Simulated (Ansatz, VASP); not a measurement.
**Co: VASP beside Ansatz**

The input INCAR:

```
PREC = Accurate
ENCUT = 520
EDIFF = 1E-6
ISMEAR = -1
SIGMA = 0.05
LREAL = F
LASPH = T
NELM = 150
ALGO = Fast
ISIF = 2
LWAVE = F
LCHARG = T
ISPIN = 2
MAGMOM = 1.5 1.5
LORBIT = 11
NUPDOWN = 3.0
LMAXMIX = 4
GGA = PE
LELF = T
LVHAR = T
NBANDS = 20
```

File KPOINTS:

```
Automatic mesh
0
Gamma
  12 12 7
```

File POSCAR:

```
Co
1.0
    2.4719999032      0.0000000000      0.0000000000
   -1.2359999516      2.1408147143      0.0000000000
    0.0000000000      0.0000000000      4.0211440800
Co
2
Direct
    0.6666666667      0.3333333333      0.7500000000
    0.3333333333      0.6666666667      0.2500000000
```

Contents of input.yaml:

```yaml
crystal:
  lattice:
    - [2.4719999032, 0.0, 0.0]
    - [-1.2359999516, 2.1408147143, 0.0]
    - [0.0, 0.0, 4.02114408]
  atoms:
    - { symbol: Co, position: [0.6666666667, 0.3333333333, 0.75], spin: 1.5 }
    - { symbol: Co, position: [0.3333333333, 0.6666666667, 0.25], spin: 1.5 }
kpoints:
  mp_grid: { grid: [12, 12, 7] }
scf:
  occupations: { method: fermi_dirac, width: 0.05 }
hamiltonian:
  xc: pbe
  pseudopotentials: { kind: all_electron, lapw: { basis_error: 0.001 } }
magnetization:
  spin_polarized: true
  initial_magnetization: 3.0
  spin_locking: { lock_magnetization: hard }
output:
  forces: true
  stress: true
  eigenvalues: true
```

Alike in both runs: task single point; functional PBE; k mesh 12 × 12 × 7; occupations fermi-dirac, width 0.05 eV; collinear spin; fixed moment 3 μB.

```csv
,VASP,Ansatz
version,VASP 6.6.1,Ansatz 0.2.0
potentials or method,"VASP PAW PBE potentials, release 64 (Co), cutoff 520 eV","all-electron LAPW, scalar-relativistic"
```

```tsv
	VASP	Ansatz	Ansatz less VASP
pressure (GPa)	2.3	2.8	+0.53
traceless stress, the component that is largest in VASP (GPa)	-1.69	-1.69	+0.002
size of the moment on the site where the two differ most (μB)	1.52	1.55	+0.037
```

Site moments also hang on the region over which each program counts them. Ansatz ran all-electron here, and VASP with PAW potentials.
